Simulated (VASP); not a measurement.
# Ge (I4_1/amd) in VASP: a series of runs

Ge is run at these levels: LDA; tasks: relaxation of cell and atoms, single point.

Everything below comes from runs of VASP 6.6.1. Logs are shortened: lines on timing, memory, paths and dates and some standing lists are left out, and cuts for length are marked.

**1. The cell of the first run**

Symmetry: I4_1/amd, No. 141, tetragonal system. Conventional cell: a = 3.825 Å, b = 3.825 Å, c = 2.104 Å, α = 90.00°, β = 90.00°, γ = 90.00°. Ge (site symmetry -4m2) has 10 Ge at 1.98 to 2.48 Å within 2.6 Å.

**2. Relaxation of cell and atoms, LDA, target pressure 460 GPa, at which the enthalpy is minimised**

Contents of INCAR:

```
PREC     = Accurate       # precision mode
ENCUT    = 600            # plane-wave cutoff, eV
EDIFF    = 1E-7           # SCF threshold, eV
ISMEAR   = -1             # smearing method
SIGMA    = 0.1            # smearing width, eV
LREAL    = False          # projectors in reciprocal space
LASPH    = True           # aspherical terms in the spheres
NELM     = 80             # most SCF steps
ALGO     = Normal         # electronic algorithm
ISIF     = 3              # what is computed and relaxed
LWAVE    = False          # write WAVECAR
LCHARG   = False          # write CHGCAR
IBRION   = 2              # ionic algorithm
NSW      = 60             # ionic steps
EDIFFG   = -0.005         # ionic threshold
PSTRESS  = 4600.0
```

Contents of KPOINTS:

```
regular mesh
0
Gamma
  20 20 20
```

Contents of POSCAR:

```
Ge
1.0
   -1.9124251623      1.9124251623      1.0518338392
    1.9124251623     -1.9124251623      1.0518338392
    1.9124251623      1.9124251623     -1.0518338392
Ge
2
Direct
   -0.3750000000     -0.1250000000     -0.2500000000
    0.3750000000      0.1250000000      0.2500000000
```

Potentials or basis: VASP PAW LDA potentials, release 64 (Ge_d).

Command:

```
$ cat potpaw_LDA.64/Ge_d/POTCAR > POTCAR
$ mpirun -np 1 vasp_std > vasp.out
```

OUTCAR:

```text
PREC = Accurate
   ENCUT = 600
   EDIFF = 1E-7
   ISMEAR = -1
   LREAL = False
   LASPH = True
   NELM = 80
   ISIF = 3
   IBRION = 2
   NSW = 60
   EDIFFG = -0.005
   PSTRESS = 4600.0

 ion  position               nearest neighbor table
   1  0.625  0.875  0.750-   2 1.98   2 1.98   2 1.98   2 1.98   2 2.48   2 2.48   2 2.48   2 2.48

   2  0.375  0.125  0.250-   1 1.98   1 1.98   1 1.98   1 1.98   1 2.48   1 2.48   1 2.48   1 2.48

  LATTYP: Found a body centered tetragonal cell.
 ALAT       =     3.8248503246
 C/A-ratio  =     0.5500000000

  Lattice vectors:

 A1 = (  -1.9124251623,   1.9124251623,   1.0518338392)
 A2 = (   1.9124251623,  -1.9124251623,   1.0518338392)
 A3 = (   1.9124251623,   1.9124251623,  -1.0518338392)

Analysis of symmetry for initial positions (statically):
=====================================================================
 Subroutine PRICEL returns:
 Original cell was already a primitive cell.

 Routine SETGRP: Setting up the symmetry group for a
 body centered tetragonal supercell.

 Subroutine GETGRP returns: Found 16 space group operations
 (whereof  4 operations were pure point group operations)
 out of a pool of 16 trial point group operations.

The static configuration has the point symmetry C_2h.
 The point group associated with its full space group is D_4h.

Analysis of symmetry for dynamics (positions and initial velocities):
=====================================================================
 Subroutine PRICEL returns:
 Original cell was already a primitive cell.

 Routine SETGRP: Setting up the symmetry group for a
 body centered tetragonal supercell.

 Subroutine GETGRP returns: Found 16 space group operations
 (whereof  4 operations were pure point group operations)
 out of a pool of 16 trial point group operations.

The dynamic configuration has the point symmetry C_2h.
 The point group associated with its full space group is D_4h.

 Subroutine INISYM returns: Found 16 space group operations
 (whereof  4 operations are pure point group operations),
 and found     1 'primitive' translations

----------------------------------------------------------------------------------------

                                     Primitive cell

  volume of cell :      15.3878

  direct lattice vectors                    reciprocal lattice vectors
    -1.912425162  1.912425162  1.051833839     0.000000000  0.261448139  0.475360253
     1.912425162 -1.912425162  1.051833839     0.261448139  0.000000000  0.475360253
     1.912425162  1.912425162 -1.051833839     0.261448139  0.261448139  0.000000000

  length of vectors
     2.901912202  2.901912202  2.901912202     0.542514976  0.542514976  0.369743504

  position of ions in fractional coordinates (direct lattice)
     0.625000000  0.875000000  0.750000000
     0.375000000  0.125000000  0.250000000

  ion indices of the primitive-cell ions
   primitive index   ion index
                 1           1
                 2           2

----------------------------------------------------------------------------------------

 KPOINTS: regular mesh

Automatic generation of k-mesh.
 Grid dimensions read from file:
 generate k-points for:   20   20   20

 Generating k-lattice:

  Cartesian coordinates                     Fractional coordinates (reciprocal lattice)
     0.000000000  0.013072407  0.023768013     0.050000000 -0.000000000  0.000000000
     0.013072407  0.000000000  0.023768013    -0.000000000  0.050000000  0.000000000
     0.013072407  0.013072407  0.000000000     0.000000000  0.000000000  0.050000000

  Length of vectors
     0.027125749  0.027125749  0.018487175

  Shift w.r.t. Gamma in fractional coordinates (k-lattice)
     0.000000000  0.000000000  0.000000000

 Subroutine IBZKPT returns following result:
 ===========================================

 Found    641 irreducible k-points:

 Following reciprocal coordinates:
            Coordinates               Weight
  0.000000  0.000000  0.000000      1.000000
  0.050000 -0.000000  0.000000      8.000000
  0.100000 -0.000000  0.000000      8.000000
  0.150000 -0.000000  0.000000      8.000000
  0.200000 -0.000000  0.000000      8.000000
  0.250000 -0.000000  0.000000      8.000000
[... 16 lines left out ...]
 -0.400000  0.050000 -0.000000     16.000000
 -0.350000  0.050000 -0.000000     16.000000
 [... further k-points ...]
   k-points           NKPTS =    641   k-points in BZ     NKDIM =    641   number of bands    NBANDS=     18
   number of dos      NEDOS =    301   number of ions     NIONS =      2
   total plane-waves  NPLWV =  13824
   dimension x,y,z NGX =    24 NGY =   24 NGZ =   24
   dimension x,y,z NGXF=    48 NGYF=   48 NGZF=   48
   ions per type =               2
   NGX,Y,Z   is equivalent  to a cutoff of  13.75, 13.75, 13.75 a.u.
   NGXF,Y,Z  is equivalent  to a cutoff of  27.50, 27.50, 27.50 a.u.
 SYSTEM =  unknown system
   PREC   = accura    normal or accurate (medium, high low for compatibility)
   ISTART =      0    job   : 0-new  1-cont  2-samecut
   ICHARG =      2    charge: 1-file 2-atom 10-const
   ISPIN  =      1    spin polarized calculation?
   LNONCOLLINEAR =      F non collinear calculations
   LSORBIT =      F    spin-orbit coupling
   LASPH  =      T    aspherical Exc in radial PAW
   ENCUT  =  600.0 eV  44.10 Ry    6.64 a.u.   5.80  5.80  5.80*2*pi/ulx,y,z
   NELM   =     80;   NELMIN=  2; NELMDL= -5     # of ELM steps
   EDIFF  = 0.1E-06   stopping-criterion for ELM
   LREAL  =      F    real-space projection
   EDIFFG = -.5E-02   stopping-criterion for IOM
   NSW    =     60    number of steps for IOM
   IBRION =      2    ionic relax: 0-MD 1-quasi-New 2-CG
   NFREE  =      1    steps in history (QN), initial steepest desc. (CG)
   ISIF   =      3    stress and relaxation
   ISYM   =      2    0-nonsym 1-usesym 2-fastsym
   POTIM  = 0.5000    time-step for ionic-motion
   TEBEG  =    0.0;   TEEND  =   0.0 temperature during run
   PSTRESS= 4600.0 pullay stress
   NELECT =      28.0000    total number of electrons
   NUPDOWN=      -1.0000    fix difference up-down
   EMIN   =  10.00;   EMAX   =-10.00  energy-range for DOS
   EFERMI =   0.00;   METHOD = LEGACY
   ISMEAR =    -1;   SIGMA  =   0.10  broadening in eV -4-tet -1-fermi 0-gaus
   EFERMI_NEDOS =   21; number of points for ismear=-14 and -15
   IALGO  =     38    algorithm
   IMIX   =      4    mixing-type and parameters
     AMIX     =   0.40;   BMIX     =  1.00
     AMIX_MAG =   1.60;   BMIX_MAG =  1.00
  volume/ion in A,a.u.               =       7.69        51.92
  Fermi-wavevector in a.u.,A,eV,Ry     =   1.998644  3.776890 54.349545  3.994579
  Thomas-Fermi vector in A             =   3.014544
   LORBIT       =      0    0 simple, 1 ext, 2 COOP (PROOUT), +10 PAW based schemes
   GGA     = CA    functional components
   LHFCALC =     F    Hartree Fock is set to
   AEXX    =    0.0000 exact exchange contribution
   IVDW    =     0    specifies the selected vdW correction
   LEPSILON=     F    determine dielectric tensor
   LRPA    =     F    only Hartree local field effects (RPA)
 conjugate gradient relaxation of ions
 non-spin polarized calculation
  energy-cutoff  :      600.00
  volume of cell :       15.39
 maximum number of plane-waves:       532
   NGX = 11   NGY = 11   NGZ = 11

--------------------------------------- Ionic step        1  -------------------------------------------

 number of electron      27.9999986 magnetization

 Free energy of the ion-electron system (eV)
  ---------------------------------------------------
  ext. energy  EPLUGINS =         0.00000000
  ---------------------------------------------------
  free energy    TOTEN  =         4.58256122 eV

  energy without entropy =        4.59526771  energy(sigma->0) =        4.58891447

------------------------ aborting loop because EDIFF is reached ----------------------------------------

  FORCE on cell =-STRESS in cart. coord.  units (eV):
  Direction    XX          YY          ZZ          XY          YZ          ZX
  --------------------------------------------------------------------------------------
  -------------------------------------------------------------------------------------
  Total       49.3621255     49.3621255     46.3823851     -0.0000000     -0.0000000      0.0000000
  in kB     5139.5891777   5139.5891777   4829.3383282     -0.0000000     -0.0000000      0.0000000
  external PRESSURE =     436.1722279 kB  Pullay stress =    4600.0000000 kB
[... 93 lines left out ...]
  FREE ENERGIE OF THE ION-ELECTRON SYSTEM (eV)
  ---------------------------------------------------
  free  energy   TOTEN  =         3.0632706031 eV

  energy  without entropy=        3.0764416141  energy(sigma->0) =        3.06985611

  enthalpy is  TOTEN    =        48.7020682922 eV   P V=       45.6387976891

[... ionic steps 4 to 9 ...]

--------------------------------------- Ionic step       10  -------------------------------------------

 number of electron      28.0000008 magnetization

------------------------ aborting loop because EDIFF is reached ----------------------------------------

  FORCE on cell =-STRESS in cart. coord.  units (eV):
  Direction    XX          YY          ZZ          XY          YZ          ZX
  --------------------------------------------------------------------------------------
  -------------------------------------------------------------------------------------
  Total       45.3105159     45.3105159     45.3236538      0.0000000     -0.0000000     -0.0000000
  in kB     4600.4719524   4600.4719524   4601.8058658      0.0000000     -0.0000000     -0.0000000
  external PRESSURE =       0.9165902 kB  Pullay stress =    4600.0000000 kB
[... 61 lines left out ...]
  enthalpy is  TOTEN    =        48.6935066048 eV   P V=       45.3065870681

--------------------------------------- Ionic step       12  -------------------------------------------

 number of electron      28.0000008 magnetization

 Free energy of the ion-electron system (eV)
  ---------------------------------------------------
  ext. energy  EPLUGINS =         0.00000000
  ---------------------------------------------------
  free energy    TOTEN  =         3.38674888 eV

  energy without entropy =        3.39999384  energy(sigma->0) =        3.39337136

 E-fermi :  21.4469     XC(G=0): -16.7777

 val. band max:       21.4393769226   @ k =   0.4000   0.4000   0.0500
 cond. band min:      21.4572665743   @ k =  -0.1000  -0.3000   0.0500
 fundamental gap:      0.0178896517
 Fermi energy:        21.4468885554

 k-point     1 :       0.0000    0.0000    0.0000
  band No.  band energies     occupation
      1      -7.3580      2.00000
      2      -7.2064      2.00000
      3      -6.9029      2.00000
      4      -6.8808      2.00000
      5      -5.7228      2.00000
      6      -5.7228      2.00000
[... 10 lines left out ...]
     17      35.3087      0.00000
     18      38.0427      0.00000
[... 466 lines left out ...]
      2      -6.7874      2.00000
      3      -6.6467      2.00000
      4      -6.4327      2.00000
      5      -6.2862      2.00000
      6      -5.9404      2.00000
[... 10 lines left out ...]
     17      28.2751      0.00000
     18      29.7851      0.00000

 [... further k-points ...]

------------------------ aborting loop because EDIFF is reached ----------------------------------------

  FORCE on cell =-STRESS in cart. coord.  units (eV):
  Direction    XX          YY          ZZ          XY          YZ          ZX
  --------------------------------------------------------------------------------------
  -------------------------------------------------------------------------------------
  Total       45.2973814     45.2973814     45.3099194      0.0000000      0.0000000      0.0000000
  in kB     4599.0480173   4599.0480173   4600.3210042      0.0000000      0.0000000      0.0000000
  external PRESSURE =      -0.5276538 kB  Pullay stress =    4600.0000000 kB
[... 17 lines left out ...]
  FREE ENERGIE OF THE ION-ELECTRON SYSTEM (eV)
  ---------------------------------------------------
  free  energy   TOTEN  =         3.3867488846 eV

  energy  without entropy=        3.3999938361  energy(sigma->0) =        3.39337136

  enthalpy is  TOTEN    =        48.6935066129 eV   P V=       45.3067577283

 reached required accuracy - stopping structural energy minimisation
```

Run time: 13 min. Hardware: 1 thread of AMD EPYC 9R45 (Zen 5), shared host; peak memory 0.27 GiB.

Results:

- Free energy: 3.3867 eV
- Relaxed volume: 7.89 Å³/atom
- Relaxed cell: a = 2.937 Å, b = 2.937 Å, c = 2.937 Å, α = 97.33°, β = 97.33°, γ = 138.15°
- Space group after relaxing (to 0.1 Å): I4_1/amd (No. 141)
- Energy change on relaxing (the run minimises the enthalpy): -597.9 meV/atom
- Ionic steps: 12
- Pressure after relaxing: 459.9 GPa
- Band gap on the k mesh: zero (bands 14 and 15 overlap by 12.31 eV)

Stress tensor (GPa, compression positive):
```
459.90   0.00   0.00
  0.00 459.90   0.00
  0.00   0.00 460.03
```

Step by step:
```
step  energy change (eV)  largest force (eV/Å)  pressure (GPa)  volume (Å³)
   1              0.0000                0.0000          503.62        15.39
   2             -9.6622                0.0000          172.48        20.51
   3             -1.5193                0.0000          448.57        15.90
   4             -1.2816                0.0000          457.10        15.81
   5             -0.9241                0.0000          468.87        15.70
   6             -1.1943                0.0000          459.85        15.78
   7             -1.1924                0.0000          460.10        15.78
   8             -1.2159                0.0000          459.38        15.79
   9             -1.1960                0.0000          459.87        15.78
  10             -1.1949                0.0000          460.09        15.78
  11             -1.1956                0.0000          460.00        15.78
  12             -1.1958                0.0000          459.95        15.78
```

Final structure:
```cif
data_structure
_symmetry_space_group_name_H-M 'P 1'
_symmetry_Int_Tables_number 1
_cell_length_a 2.9365
_cell_length_b 2.9365
_cell_length_c 2.9365
_cell_angle_alpha 97.329
_cell_angle_beta 97.329
_cell_angle_gamma 138.149
_cell_volume 15.78
loop_
_atom_site_label
_atom_site_type_symbol
_atom_site_fract_x
_atom_site_fract_y
_atom_site_fract_z
_atom_site_occupancy
Ge1 Ge 0.62500 0.87500 0.75000 1
Ge2 Ge 0.37500 0.12500 0.25000 1
```

Caveat: the cell is relaxed towards a set pressure, so the run minimises the enthalpy, not the energy.

**3. Single point, LDA**

This run uses another cell than the first one, of 7.83 Å³/atom.

Contents of INCAR:

```
ALGO = Normal ; EDIFF = 1E-6
ENCUT = 520 ; ISIF = 2
ISMEAR = -1 ; LASPH = T
LCHARG = F ; LREAL = F
LWAVE = F ; NBANDS = 21
NELM = 100 ; PREC = Accurate
SIGMA = 0.1
```

Contents of KPOINTS:

```
k-points
0
Gamma
  20 20 20
```

Contents of POSCAR:

```
Ge
1.0
   -1.9333459756      1.9333459756      1.0479865784
    1.9333459756     -1.9333459756      1.0479865784
    1.9333459756      1.9333459756     -1.0479865784
Ge
2
Direct
   -0.3750000000     -0.1250000000     -0.2500000000
    0.3750000000      0.1250000000      0.2500000000
```

Potentials or basis: VASP PAW LDA potentials, release 64 (Ge_d).

Command:

```
$ cat potpaw_LDA.64/Ge_d/POTCAR > POTCAR
$ mpirun -np 1 vasp_std > vasp.out
```

It took 74 s on 1 thread of Intel Xeon 6975P-C (Granite Rapids), shared host; peak memory 0.27 GiB.

Results (log left out):

```yaml
Free_energy: 3.7118 eV
Pressure: 472.0 GPa
Band_gap_on_the_k_mesh: zero (bands 14 and 15 overlap by 12.36 eV)
```

Stress tensor (GPa, compression positive):
```
473.37   0.00   0.00
  0.00 473.37   0.00
  0.00   0.00 469.18
```

Levels at points of the mesh, in eV from the Fermi level:
```
           k point  band 10  band 11  band 12  band 13  band 14  band 15  band 16  band 17  band 18  band 19
(0.00, 0.00, 0.00)   -26.28   -24.93    -6.42    -6.42    -0.54     0.26    13.97    13.97    16.71    18.09
(0.50, 0.00, 0.00)   -26.57   -13.81   -11.89    -5.10    -4.27    -0.68     0.04     6.39    10.12    15.21
(0.50, 0.50, 0.00)   -26.90   -19.45   -19.45    -0.08    -0.08     3.63     3.63    12.99    12.99    18.01
(0.50, 0.50, 0.50)   -27.13   -14.72   -14.72   -12.94   -12.94    10.39    10.39    23.41    23.41    23.49
```

Caveat: the cell stands under pressure.

**4. Single point, LDA**

This run uses another cell than the first one, of 7.84 Å³/atom.

Contents of INCAR:

```
  PREC = Accurate
  ENCUT = 520
  EDIFF = 1E-6
  ISMEAR = -1
  SIGMA = 0.1
  LREAL = F
  LASPH = T
  NELM = 80
  ALGO = Normal
  ISIF = 2
  LWAVE = F
  LCHARG = F
  NBANDS = 21
```

Contents of KPOINTS:

```
regular mesh
0
Gamma
  20 20 20
```

Contents of POSCAR:

```
Ge
1.0
   -1.9334903612      1.9334903612      1.0480790610
    1.9334903612     -1.9334903612      1.0480790610
    1.9334903612      1.9334903612     -1.0480790610
Ge
2
Direct
   -0.3750000000     -0.1250000000     -0.2500000000
    0.3750000000      0.1250000000      0.2500000000
```

Command:

```
$ cat potpaw_LDA.64/Ge_d/POTCAR > POTCAR
$ mpirun -np 1 vasp_std > vasp.out
```

It took 95 s on 1 thread of Intel Xeon 6975P-C (Granite Rapids), shared host; peak memory 0.27 GiB.

Results (log left out):

```
Free energy            : 3.7009 eV
Pressure               : 471.6 GPa
Band gap on the k mesh : zero (bands 14 and 15 overlap by 12.35 eV)
```

Stress tensor (GPa, compression positive):
```
472.98   0.00   0.00
  0.00 472.98   0.00
  0.00   0.00 468.78
```

Levels at points of the mesh, in eV from the Fermi level:
| k point | band 11 | band 12 | band 13 | band 14 | band 15 | band 16 | band 17 | band 18 |
| --- | --- | --- | --- | --- | --- | --- | --- | --- |
| (0.00, 0.00, 0.00) | -24.93 | -6.41 | -6.41 | -0.54 | 0.26 | 13.97 | 13.97 | 16.71 |
| (0.50, 0.00, 0.00) | -13.81 | -11.89 | -5.10 | -4.27 | -0.68 | 0.04 | 6.39 | 10.12 |
| (0.50, 0.50, 0.00) | -19.45 | -19.45 | -0.08 | -0.08 | 3.63 | 3.63 | 12.98 | 12.98 |
| (0.50, 0.50, 0.50) | -14.72 | -14.72 | -12.94 | -12.94 | 10.39 | 10.39 | 23.41 | 23.41 |

Caveat: the cell stands under pressure.
